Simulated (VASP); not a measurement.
# ZnSe (I-4m2) in VASP: a series of runs, part 2 of 2

VASP 6.6.1.

**3. Single point, LDA (zz strain of -2 %)**

Contents of INCAR:

```
SYSTEM = ZnSe
PREC = Accurate ; ENCUT = 520
EDIFF = 1E-6 ; ISMEAR = -1
SIGMA = 0.03 ; LREAL = .False.
LASPH = .True. ; NELM = 60
ALGO = Normal ; ISIF = 2
LWAVE = .False. ; LCHARG = .False.
NBANDS = 16
```

Contents of KPOINTS:

```
regular mesh
0
Gamma
  8 8 8
  0 0 0
```

Contents of POSCAR:

```
ZnSe
1.0
    0.0000000000      2.8338000000      2.7771240000
    2.8338000000      0.0000000000      2.7771240000
    2.8338000000      2.8338000000      0.0000000000
Zn Se
1 1
Direct
    0.0000000000      0.0000000000      0.0000000000
    0.7500000000      0.7500000000      0.7500000000
```

Potentials or basis: VASP PAW LDA potentials, release 64 (Zn, Se).

The run is started by

```sh
$ cat potpaw_LDA.64/Zn/POTCAR potpaw_LDA.64/Se/POTCAR > POTCAR
$ mpirun -np 1 vasp_std > vasp.out
```

Run time: 30 s. Hardware: 1 thread of AMD EPYC 7R43 (Zen 3), shared host; peak memory 0.14 GiB.

Results (log left out):

| Item | Value |
| --- | --- |
| Free energy | -7.3631 eV |
| Pressure | -1.9 GPa |
| Band gap on the k mesh | 1.10 eV, direct |

Stress tensor (GPa, compression positive):
```
-2.15  0.00  0.00
 0.00 -2.15  0.00
 0.00  0.00 -1.38
```

Levels at points of the mesh, in eV from the valence-band top:
```tsv
k point	band 6	band 7	band 8	band 9	band 10	band 11	band 12	band 13
(0.00, 0.00, 0.00)	-6.42	-0.07	-0.07	0.00	1.10	5.64	5.65	5.65
(0.50, 0.00, 0.00)	-6.26	-5.47	-1.01	-0.89	2.35	6.15	6.32	8.36
(0.50, 0.50, 0.00)	-6.22	-4.88	-2.40	-2.40	2.65	3.15	10.75	11.17
(0.50, 0.00, 0.50)	-6.24	-5.00	-2.31	-2.27	2.75	3.34	10.55	11.06
```

Caveat: the cell differs from its parent crystal (zz strain of -2 %).

**4. Single point, LDA (zz strain of -1 %)**

Contents of INCAR:

```
  ALGO = Normal
  EDIFF = 1E-7
  ENCUT = 520
  ISIF = 2
  ISMEAR = -1
  LASPH = True
  LCHARG = False
  LREAL = False
  LWAVE = False
  NBANDS = 16
  NELM = 100
  PREC = Accurate
  SIGMA = 0.03
```

Contents of KPOINTS:

```
k-points
0
Gamma
  8 8 8
```

Contents of POSCAR:

```
ZnSe
1.0
    0.0000000000      2.8338000000      2.8054620000
    2.8338000000      0.0000000000      2.8054620000
    2.8338000000      2.8338000000      0.0000000000
Zn Se
1 1
Direct
    0.0000000000      0.0000000000      0.0000000000
    0.7500000000      0.7500000000      0.7500000000
```

The run is started by

```sh
$ cat potpaw_LDA.64/Zn/POTCAR potpaw_LDA.64/Se/POTCAR > POTCAR
$ mpirun -np 1 vasp_std > vasp.out
```

Run time: 32 s. Hardware: 1 thread of AMD EPYC 7R43 (Zen 3), shared host; peak memory 0.14 GiB.

The run converged. Its results:

```
Free energy            : -7.3580 eV
Pressure               : -2.5 GPa
Band gap on the k mesh : 1.08 eV, direct
```

Stress tensor (GPa, compression positive):
```
-2.64  0.00  0.00
 0.00 -2.64  0.00
 0.00  0.00 -2.25
```

Levels at points of the mesh, in eV from the valence-band top:
| k point | band 5 | band 6 | band 7 | band 8 | band 9 | band 10 | band 11 | band 12 | band 13 | band 14 |
| --- | --- | --- | --- | --- | --- | --- | --- | --- | --- | --- |
| (0.00, 0.00, 0.00) | -6.37 | -6.37 | -0.04 | -0.04 | 0.00 | 1.08 | 5.67 | 5.68 | 5.68 | 9.66 |
| (0.50, 0.00, 0.00) | -6.35 | -6.21 | -5.38 | -0.94 | -0.88 | 2.36 | 6.22 | 6.30 | 8.36 | 10.75 |
| (0.50, 0.50, 0.00) | -6.32 | -6.18 | -4.86 | -2.30 | -2.30 | 2.73 | 3.24 | 10.63 | 11.12 | 11.12 |
| (0.50, 0.00, 0.50) | -6.32 | -6.19 | -4.92 | -2.25 | -2.24 | 2.78 | 3.33 | 10.53 | 11.07 | 11.19 |

Caveat: the cell differs from its parent crystal (zz strain of -1 %).

**5. Single point, LDA (equal xx and yy strain of +1 %)**

Contents of INCAR:

```
PREC = Accurate
ENCUT = 520
EDIFF = 1E-7
ISMEAR = -1
SIGMA = 0.03
LREAL = False
LASPH = True
NELM = 100
ALGO = Normal
ISIF = 2
LWAVE = False
LCHARG = False
GGA = CA
NBANDS = 16
```

Contents of KPOINTS:

```
Automatic mesh
0
Gamma
  8 8 8
```

Contents of POSCAR:

```
ZnSe
1.0
    0.0000000000      2.8621380000      2.8338000000
    2.8621380000      0.0000000000      2.8338000000
    2.8621380000      2.8621380000      0.0000000000
Zn Se
1 1
Direct
    0.0000000000      0.0000000000      0.0000000000
    0.7500000000      0.7500000000      0.7500000000
```

The run is started by

```sh
$ cat potpaw_LDA.64/Zn/POTCAR potpaw_LDA.64/Se/POTCAR > POTCAR
$ mpirun -np 1 vasp_std > vasp.out
```

It took 33 s on 1 thread of AMD EPYC 7R43 (Zen 3), shared host; peak memory 0.14 GiB.

The run converged. Its results:

```
Free energy            : -7.3293 eV
Pressure               : -4.2 GPa
Band gap on the k mesh : 0.96 eV, direct
```

Stress tensor (GPa, compression positive):
```
-4.31  0.00  0.00
 0.00 -4.31  0.00
 0.00  0.00 -3.92
```

Levels at points of the mesh, in eV from the valence-band top:
```
           k point  band 7  band 8  band 9  band 10  band 11  band 12
(0.00, 0.00, 0.00)   -0.04   -0.04    0.00     0.96     5.68     5.68
(0.50, 0.00, 0.00)   -5.19   -0.90   -0.84     2.31     6.22     6.30
(0.50, 0.50, 0.00)   -4.73   -2.19   -2.19     2.80     3.24    10.41
(0.50, 0.00, 0.50)   -4.78   -2.15   -2.13     2.84     3.33    10.32
```

Caveat: the cell differs from its parent crystal (equal xx and yy strain of +1 %).

**6. Single point, LDA (equal xx and yy strain of +2 %)**

Contents of INCAR:

```
PREC = Accurate
ENCUT = 520
EDIFF = 1E-6
ISMEAR = -1
SIGMA = 0.03
LREAL = F
LASPH = T
NELM = 100
ALGO = Normal
ISIF = 2
LWAVE = F
LCHARG = F
NBANDS = 16
```

KPOINTS is that of step 5.

Contents of POSCAR:

```
ZnSe
1.0
    0.0000000000      2.8904760000      2.8338000000
    2.8904760000      0.0000000000      2.8338000000
    2.8904760000      2.8904760000      0.0000000000
Zn Se
1 1
Direct
    0.0000000000      0.0000000000      0.0000000000
    0.7500000000      0.7500000000      0.7500000000
```

Potentials or basis: VASP PAW LDA potentials, release 64 (Zn, Se).

The run is started by

```sh
$ cat potpaw_LDA.64/Zn/POTCAR potpaw_LDA.64/Se/POTCAR > POTCAR
$ mpirun -np 1 vasp_std > vasp.out
```

OUTCAR:

```text
PREC = Accurate
   ENCUT = 520
   EDIFF = 1E-6
   ISMEAR = -1
   LREAL = F
   LASPH = T
   NELM = 100
   ISIF = 2

 ion  position               nearest neighbor table
   1  0.000  0.000  0.000-   2 2.49   2 2.49   2 2.49   2 2.49
   2  0.750  0.750  0.750-   1 2.49   1 2.49   1 2.49   1 2.49

  LATTYP: Found a body centered tetragonal cell.
 ALAT       =     4.0877503609
 C/A-ratio  =     1.3864838847

  Lattice vectors:

 A1 = (   0.0000000000,  -2.8904760000,  -2.8338000000)
 A2 = (   0.0000000000,   2.8904760000,  -2.8338000000)
[... 624 lines left out ...]
      4      -5.1960      2.00000
      5      -5.0451      2.00000
      6      -5.0290      2.00000
[... 8 lines left out ...]
     15      12.6071      0.00000
     16      13.3026      0.00000

 [... further k-points ...]
[... 5 lines left out ...]
  --------------------------------------------------------------------------------------
  -------------------------------------------------------------------------------------
  Total       -1.5987870     -1.5987870     -1.3722250      0.0000000      0.0000000      0.0000000
  in kB      -54.0957657    -54.0957657    -46.4299240      0.0000000      0.0000000      0.0000000
  external PRESSURE =     -51.5404851 kB  Pullay stress =       0.0000000 kB

 VOLUME and BASIS-vectors are now :
 -----------------------------------------------------------------------------
  energy-cutoff  :      520.00
  volume of cell :       47.35
      direct lattice vectors                 reciprocal lattice vectors
     0.000000000  2.890476000  2.833800000    -0.172981889  0.172981889  0.176441527
     2.890476000  0.000000000  2.833800000     0.172981889 -0.172981889  0.176441527
     2.890476000  2.890476000  0.000000000     0.172981889  0.172981889 -0.176441527

 POSITION                                       TOTAL-FORCE (eV/Angst)
 -----------------------------------------------------------------------------------
      0.00000      0.00000      0.00000         0.000000      0.000000      0.000000
      4.33571      4.33571      4.25070        -0.000000     -0.000000      0.000000
 -----------------------------------------------------------------------------------
    total drift:                                0.000001      0.000001     -0.000000

  FREE ENERGIE OF THE ION-ELECTRON SYSTEM (eV)
  ---------------------------------------------------
  free  energy   TOTEN  =        -7.3012547373 eV

  energy  without entropy=       -7.3012547350  energy(sigma->0) =       -7.30125474
```

stdout:

```text
POSCAR found type information on POSCAR ZnSe
 POSCAR found :  2 types and       2 ions
 scaLAPACK will be used
 LDA part: xc-table for (Slater(with rela. corr.)+CA(PZ))
 , standard interpolation
 POSCAR, INCAR and KPOINTS ok, starting setup
 FFT: planning ... GRIDC
 FFT: planning ... GRID_SOFT
 FFT: planning ... GRID
 WAVECAR not read
 entering main loop
```

Wall time 32 s (1 thread of AMD EPYC 7R43 (Zen 3), shared host); peak memory 0.14 GiB.

Results:

```
Free energy            : -7.3013 eV
Pressure               : -5.2 GPa
Band gap on the k mesh : 0.86 eV, direct
```

Caveat: the cell differs from its parent crystal (equal xx and yy strain of +2 %).

**7. Overview**

| cell | gap on the mesh (eV) | pressure (GPa) |
| --- | --- | --- |
| a = 3.968, b = 3.968, c = 3.927 Å, angles 60.3, 60.3, 59.3°, 2 atoms | 1.21 | -0.6 |
| a = 3.968, b = 3.968, c = 4.008 Å, angles 59.7, 59.7, 60.7°, 2 atoms | 1.10 | -1.9 |
| a = 3.988, b = 3.988, c = 4.008 Å, angles 59.8, 59.8, 60.3°, 2 atoms | 1.08 | -2.5 |
| a = 4.028, b = 4.028, c = 4.048 Å, angles 59.8, 59.8, 60.3°, 2 atoms | 0.96 | -4.2 |
| a = 4.048, b = 4.048, c = 4.088 Å, angles 59.7, 59.7, 60.7°, 2 atoms | 0.86 | -5.2 |

Alike in all rows: task single point; level LDA; potentials or basis VASP PAW LDA potentials, release 64 (Zn, Se); no spin polarisation; k mesh 8 × 8 × 8; cutoff (eV) 520; smearing fermi-dirac 0.03 eV.

Total energies depend on the potentials used, so only differences within one code and one set of settings carry meaning.
